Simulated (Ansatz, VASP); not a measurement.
WS2: VASP and Ansatz over several settings

```
CELL_PARAMETERS angstrom
3.11508 0.00000 0.00000
-1.55754 2.69774 0.00000
0.00000 0.00000 12.24483
ATOMIC_POSITIONS crystal
W 0.66667 0.33333 0.75000
W 0.33333 0.66667 0.25000
S 0.66667 0.33333 0.37500
S 0.33333 0.66667 0.87500
S 0.66667 0.33333 0.12500
S 0.33333 0.66667 0.62500
```

Single points on this cell with VASP 6.6.1 and Ansatz 0.2.0. Each row is one pair of runs. Alike in all rows: spin: off; k mesh: 10 × 10 × 3; smearing: fermi-dirac, width 0.05 eV; VASP's potentials, cutoff: VASP PAW PBE potentials, release 64 (W_sv, S), 520 eV; Ansatz's potentials, cutoff: Ansatz PAW, 420 eV.

| level | gap on the k mesh at the Fermi level (eV), VASP | gap on the k mesh at the Fermi level (eV), Ansatz | least direct gap on the mesh (eV), VASP | least direct gap on the mesh (eV), Ansatz | pressure (GPa), VASP | pressure (GPa), Ansatz |
| --- | --- | --- | --- | --- | --- | --- |
| PBE+D3(BJ) | 1.07 | 1.05 | 2.26 | 2.25 | 9.5 | 9.5 |
| RPBE+D3(BJ) | 1.13 | 1.11 | 2.26 | 2.26 | -4.6 | -4.4 |
| PBE | 1.07 | 1.05 | 2.26 | 2.25 | 13.8 | 13.8 |

Gap on the k mesh at the fermi level (eV): the two programs differ by at most 0.018; least direct gap on the mesh (eV): the two programs differ by at most 0.003; pressure (GPa): the two programs differ by at most 0.16.

Spin-orbit coupling is off throughout. Noted on Ansatz's runs: odd divisions of the mesh miss points on the zone boundary, where band edges often lie, so the gap on the mesh can be too wide.
